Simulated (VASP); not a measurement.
# Pb (P6_3/mmc) in VASP: further runs

Pb is run at these levels: LDA; tasks: relaxation of cell and atoms.

Everything below comes from runs of VASP 6.6.1. Logs are shortened: lines on timing, memory, paths and dates and some standing lists are left out, and cuts for length are marked.

### Step 1. The cell of the first run

The structure is hexagonal, space group P6_3/mmc (No. 194). The conventional cell has a = 3.419 Å, b = 3.419 Å, c = 5.711 Å, α = 90.00°, β = 90.00°, γ = 120.00°. Within 4.5 Å of Pb (site symmetry -6m2) lie 12 Pb at 3.42 to 3.47 Å.

### Step 2. Relaxation of cell and atoms, LDA, target pressure 4 GPa, at which the enthalpy is minimised

Contents of INCAR:

```
SYSTEM = Pb
ALGO     = Normal         ! electronic algorithm
EDIFF    = 1E-6           ! SCF threshold, eV
EDIFFG   = -0.002         ! ionic threshold
ENCUT    = 600            ! plane-wave cutoff, eV
IBRION   = 2              ! ionic algorithm
ISIF     = 3              ! what is computed and relaxed
ISMEAR   = -1             ! smearing method
LASPH    = .True.         ! aspherical terms in the spheres
LCHARG   = .False.        ! write CHGCAR
LREAL    = .False.        ! projectors in reciprocal space
LWAVE    = .False.        ! write WAVECAR
NELM     = 60             ! most SCF steps
NSW      = 100            ! ionic steps
PREC     = Accurate       ! precision mode
PSTRESS  = 40.0         
SIGMA    = 0.08           ! smearing width, eV
```

Contents of KPOINTS:

```
k-points
0
Gamma
  16 16 10
  0 0 0
```

Contents of POSCAR:

```
Pb
1.0
    3.4190659614      0.0000000000      0.0000000000
   -1.7095329807      2.9609979798      0.0000000000
    0.0000000000      0.0000000000      5.7111877102
Pb
2
Direct
    0.3333333333      0.6666666667      0.2500000000
    0.6666666667      0.3333333333      0.7500000000
```

Potentials or basis: VASP PAW LDA potentials, release 64 (Pb_d).

Launch:

```bash
$ cat potpaw_LDA.64/Pb_d/POTCAR > POTCAR
$ mpirun -np 1 vasp_std > vasp.out
```

OUTCAR:

```text
SYSTEM = Pb
   EDIFF = 1E-6
   EDIFFG = -0.002
   ENCUT = 600
   IBRION = 2
   ISIF = 3
   ISMEAR = -1
   LASPH = .True.
   LREAL = .False.
   NELM = 60
   NSW = 100
   PREC = Accurate
   PSTRESS = 40.0

 ion  position               nearest neighbor table
   1  0.333  0.667  0.250-   2 3.47   2 3.47   2 3.47   2 3.47   2 3.47   2 3.47
   2  0.667  0.333  0.750-   1 3.47   1 3.47   1 3.47   1 3.47   1 3.47   1 3.47

  LATTYP: Found a hexagonal cell.
 ALAT       =     3.4190659614
 C/A-ratio  =     1.6703941295

  Lattice vectors:

 A1 = (   3.4190659614,   0.0000000000,   0.0000000000)
 A2 = (  -1.7095329807,   2.9609979798,   0.0000000000)
 A3 = (   0.0000000000,   0.0000000000,   5.7111877102)

Analysis of symmetry for initial positions (statically):
=====================================================================
 Subroutine PRICEL returns:
 Original cell was already a primitive cell.

 Routine SETGRP: Setting up the symmetry group for a
 hexagonal supercell.

 Subroutine GETGRP returns: Found 24 space group operations
 (whereof 12 operations were pure point group operations)
 out of a pool of 24 trial point group operations.

The static configuration has the point symmetry D_3d.
 The point group associated with its full space group is D_6h.

Analysis of symmetry for dynamics (positions and initial velocities):
=====================================================================
 Subroutine PRICEL returns:
 Original cell was already a primitive cell.

 Routine SETGRP: Setting up the symmetry group for a
 hexagonal supercell.

 Subroutine GETGRP returns: Found 24 space group operations
 (whereof 12 operations were pure point group operations)
 out of a pool of 24 trial point group operations.

The dynamic configuration has the point symmetry D_3d.
 The point group associated with its full space group is D_6h.

 Subroutine INISYM returns: Found 24 space group operations
 (whereof 12 operations are pure point group operations),
 and found     1 'primitive' translations

----------------------------------------------------------------------------------------

                                     Primitive cell

  volume of cell :      57.8192

  direct lattice vectors                    reciprocal lattice vectors
     3.419065961  0.000000000  0.000000000     0.292477540  0.168861986  0.000000000
    -1.709532981  2.960997980  0.000000000     0.000000000  0.337723972  0.000000000
[... 98 lines left out ...]
   EMIN   =  10.00;   EMAX   =-10.00  energy-range for DOS
   EFERMI =   0.00;   METHOD = LEGACY
   ISMEAR =    -1;   SIGMA  =   0.08  broadening in eV -4-tet -1-fermi 0-gaus
   EFERMI_NEDOS =   21; number of points for ismear=-14 and -15
   IALGO  =     38    algorithm
   IMIX   =      4    mixing-type and parameters
     AMIX     =   0.40;   BMIX     =  1.00
     AMIX_MAG =   1.60;   BMIX_MAG =  1.00
  volume/ion in A,a.u.               =      28.91       195.09
  Fermi-wavevector in a.u.,A,eV,Ry     =   1.285593  2.429419 22.487020  1.652749
  Thomas-Fermi vector in A             =   2.417718
   LORBIT       =      0    0 simple, 1 ext, 2 COOP (PROOUT), +10 PAW based schemes
   GGA     = CA    functional components
   LHFCALC =     F    Hartree Fock is set to
   AEXX    =    0.0000 exact exchange contribution
   IVDW    =     0    specifies the selected vdW correction
   LEPSILON=     F    determine dielectric tensor
   LRPA    =     F    only Hartree local field effects (RPA)
 conjugate gradient relaxation of ions
 non-spin polarized calculation
  energy-cutoff  :      600.00
  volume of cell :       57.82
 maximum number of plane-waves:      1953
 NGX is ok and might be reduce to    28
   NGX = 13   NGY = 13   NGZ = 23

--------------------------------------- Ionic step        1  -------------------------------------------

 number of electron      28.0000004 magnetization

 Free energy of the ion-electron system (eV)
  ---------------------------------------------------
  ext. energy  EPLUGINS =         0.00000000
  ---------------------------------------------------
  free energy    TOTEN  =        -8.49868895 eV

  energy without entropy =       -8.47683897  energy(sigma->0) =       -8.48776396

------------------------ aborting loop because EDIFF is reached ----------------------------------------

  FORCE on cell =-STRESS in cart. coord.  units (eV):
  Direction    XX          YY          ZZ          XY          YZ          ZX
  --------------------------------------------------------------------------------------
  -------------------------------------------------------------------------------------
  Total        0.0466237      0.0466237      0.0600405      0.0000000      0.0000000      0.0000000
  in kB        1.2919488      1.2919488      1.6637306      0.0000000      0.0000000      0.0000000
  external PRESSURE =     -38.5841239 kB  Pullay stress =      40.0000000 kB
[... 97 lines left out ...]
  energy  without entropy=       -8.4364454169  energy(sigma->0) =       -8.44621200

  enthalpy is  TOTEN    =        -7.1002674034 eV   P V=        1.3557111712

[... ionic steps 4 to 20 ...]

--------------------------------------- Ionic step       21  -------------------------------------------

 number of electron      27.9999997 magnetization

------------------------ aborting loop because EDIFF is reached ----------------------------------------
[... 71 lines left out ...]
--------------------------------------- Ionic step       23  -------------------------------------------

 number of electron      27.9999997 magnetization

 Free energy of the ion-electron system (eV)
  ---------------------------------------------------
  ext. energy  EPLUGINS =         0.00000000
  ---------------------------------------------------
  free energy    TOTEN  =        -8.45554685 eV

  energy without entropy =       -8.43599051  energy(sigma->0) =       -8.44576868

 E-fermi :   8.2943     XC(G=0): -10.9972

 val. band max:        8.2940382901   @ k =   0.2500   0.1250   0.3000
 cond. band min:       8.2996906857   @ k =   0.2500   0.2500   0.5000
 fundamental gap:      0.0056523956
 Fermi energy:         8.2942778579

 k-point     1 :       0.0000    0.0000    0.0000
  band No.  band energies     occupation
      1      -8.8651      2.00000
      2      -8.8142      2.00000
      3      -8.7776      2.00000
      4      -8.7776      2.00000
      5      -8.7492      2.00000
      6      -8.7492      2.00000
[... 481 lines left out ...]
      5      -8.6606      2.00000
      6      -8.6084      2.00000
[... 10 lines left out ...]
     17      11.9173      0.00000
     18      12.3209      0.00000

 [... further k-points ...]
[... 5 lines left out ...]
  --------------------------------------------------------------------------------------
  -------------------------------------------------------------------------------------
  Total        1.3545100      1.3545100      1.3539246     -0.0000000      0.0000000      0.0000000
  in kB       39.9773193     39.9773193     39.9600439     -0.0000000      0.0000000      0.0000000
  external PRESSURE =      -0.0284392 kB  Pullay stress =      40.0000000 kB
[... 21 lines left out ...]
  energy  without entropy=       -8.4359905077  energy(sigma->0) =       -8.44576868

  enthalpy is  TOTEN    =        -7.1002684308 eV   P V=        1.3552784214

 reached required accuracy - stopping structural energy minimisation
```

OSZICAR:

```text
N       E                     dE             d eps       ncg     rms          rms(c)
DAV:   1     0.292360848517E+03    0.29236E+03   -0.15912E+04  6480   0.213E+03
DAV:   2     0.109357159430E+02   -0.28143E+03   -0.27794E+03  6484   0.455E+02
DAV:   3    -0.797537273218E+01   -0.18911E+02   -0.18644E+02  8040   0.149E+02
[... 129 lines left out ...]
       N       E                     dE             d eps       ncg     rms          rms(c)
DAV:   1    -0.845558028610E+01    0.39445E-03   -0.10960E-03  6918   0.638E-01    0.297E-02
DAV:   2    -0.845555114169E+01    0.29144E-04   -0.64750E-05  6954   0.155E-01    0.108E-02
DAV:   3    -0.845554685855E+01    0.42831E-05   -0.19596E-05  7430   0.800E-02    0.101E-03
DAV:   4    -0.845554685221E+01    0.63396E-08   -0.30632E-07  3246   0.676E-03
  23 F= -.71002684E+01 E0= -.70904903E+01  d E =0.133913E-06
```

CONTCAR:

```text
Pb
   1.00000000000000
     3.3481006967525544   -0.0000000000000001    0.0000000000000000
    -1.6740503483762772    2.8995402578351110   -0.0000000000000000
     0.0000000000000000   -0.0000000000000000    5.5917978199091873
  Pb
     2
Direct
     0.3333333332999970    0.6666666667000030    0.2500000000000000
     0.6666666667000030    0.3333333332999970    0.7500000000000000

  0.00000000E+00  0.00000000E+00  0.00000000E+00
  0.00000000E+00  0.00000000E+00  0.00000000E+00
```

It took 11 min on 1 thread of AMD EPYC 9R45 (Zen 5), shared host; peak memory 0.29 GiB.

Results:

| Property | Result |
| --- | --- |
| Free energy | -8.4555 eV |
| Relaxed volume | 27.14 Å³/atom |
| Relaxed cell | a = 3.348 Å, b = 3.348 Å, c = 5.592 Å, α = 90.00°, β = 90.00°, γ = 120.00° |
| Space group after relaxing (to 0.05 Å) | P6_3/mmc (No. 194) |
| Energy change on relaxing (the enthalpy is what falls) | +21.6 meV/atom |
| Ionic steps | 23 |
| Pressure after relaxing | 4.0 GPa |
| Band gap on the k mesh | zero (band 14 reaches 14.80 eV, above the bottom of band 15 at 6.41 eV) |

The path:
| step | energy change (eV) | largest force (eV/Å) | pressure (GPa) | volume (Å³) |
| --- | --- | --- | --- | --- |
| 1 | 0.0000 | 0.0000 | 0.14 | 57.82 |
| 2 | 0.1151 | 0.0000 | 7.10 | 52.19 |
| 3 | 0.0427 | 0.0000 | 4.00 | 54.30 |
| 4 | 0.0410 | 0.0000 | 3.96 | 54.37 |
| 5 | 0.0410 | 0.0000 | 3.91 | 54.37 |
| 6 | 0.0411 | 0.0000 | 3.91 | 54.37 |
| 7 | 0.0411 | 0.0000 | 3.91 | 54.37 |
| 8 | 0.0414 | 0.0000 | 3.91 | 54.36 |
| 9 | 0.0419 | 0.0000 | 3.93 | 54.34 |
| 10 | 0.0429 | 0.0000 | 3.96 | 54.30 |
| 11 | 0.0449 | 0.0000 | 4.10 | 54.22 |
| 12 | 0.0434 | 0.0000 | 4.08 | 54.27 |
| 13 | 0.0430 | 0.0000 | 4.03 | 54.29 |
| 14 | 0.0430 | 0.0000 | 4.05 | 54.29 |
| 15 | 0.0429 | 0.0000 | 4.03 | 54.29 |
| 16 | 0.0428 | 0.0000 | 4.00 | 54.30 |
| 17 | 0.0427 | 0.0000 | 4.03 | 54.30 |
| 18 | 0.0426 | 0.0000 | 3.99 | 54.31 |
| 19 | 0.0426 | 0.0000 | 3.99 | 54.31 |
| 20 | 0.0426 | 0.0000 | 3.98 | 54.31 |
| 21 | 0.0426 | 0.0000 | 3.98 | 54.31 |
| 22 | 0.0427 | 0.0000 | 3.99 | 54.30 |
| 23 | 0.0431 | 0.0000 | 4.00 | 54.28 |

Final structure:
```
Pb
1.0
     3.34810    0.00000    0.00000
    -1.67405    2.89954    0.00000
     0.00000    0.00000    5.59180
Pb
2
Cartesian
  0.0000 1.9330 1.3979
  1.6741 0.9665 4.1938
```

Levels at points of the mesh, in eV from the Fermi level:
```tsv
k point	band 11	band 12	band 13	band 14	band 15	band 16	band 17	band 18
(0.00, 0.00, 0.00)	-12.54	-8.45	-4.79	6.47	6.47	7.91	8.43	8.43
(0.50, 0.00, 0.00)	-8.41	-7.16	-3.17	-1.82	-0.60	1.84	2.35	6.16
(0.00, 0.00, 0.50)	-11.23	-11.23	0.67	0.67	7.38	7.38	7.38	7.38
(0.50, 0.00, 0.50)	-7.50	-7.50	-4.16	-4.16	3.78	3.78	3.84	3.84
```

Caveat: the cell is relaxed towards a set pressure, so the enthalpy falls and the energy may rise; spin-orbit coupling is left out, which moves the levels of the heavy elements. LDA usually gives volumes a few per cent too small.

(Part 1 of 2 ends here.)
